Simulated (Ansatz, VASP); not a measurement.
## TiO2 in VASP and in Ansatz

```
Ti O
1.0
     2.68055   -2.72841   -0.06174
     2.67526    2.72312   -0.05440
    -2.70909    0.00908    4.80528
Ti O
2 4
Direct
  0.12195 0.85755 0.23625
  0.87558 0.14822 0.75586
  0.35401 0.09895 0.67383
  0.67320 0.94190 0.32167
  0.96818 0.68269 0.84674
  0.06404 0.34910 0.17459
```

Change from the starting cell: kmesh displaced: [4, 4, 2] Gamma-centred.

Alike in both runs: task single point; functional PBE; k mesh 4 × 4 × 2; occupations gaussian, width 0.02 eV; no spin polarisation.

|  | VASP | Ansatz |
| --- | --- | --- |
| version | VASP 6.6.1 | Ansatz 0.2.0 |
| potentials or method | VASP PAW PBE potentials, release 64 (Ti_sv, O), cutoff 520 eV | scalar-relativistic, plane waves, PAW |
| valence electrons in the cell | 48 | 48 |

Ansatz gave:

* gap on the k mesh at the Fermi level (eV): 2.21
* least direct gap on the mesh (eV): 2.63
* pressure (GPa): 2.1
* traceless stress, the component that is largest in VASP (GPa): 5.36
* rms of the force components (eV/Å): 0.615

Q: What did VASP give for the same quantities?

A: gap on the k mesh at the Fermi level (eV): 2.18; least direct gap on the mesh (eV): 2.61; pressure (GPa): 2.8; traceless stress, the component that is largest in VASP (GPa): 5.38; rms of the force components (eV/Å): 0.631.

Atom by atom the forces differ by 0.031 eV/Å (rms over components).

The k mesh is coarse, so the values compare programs but aren't converged.
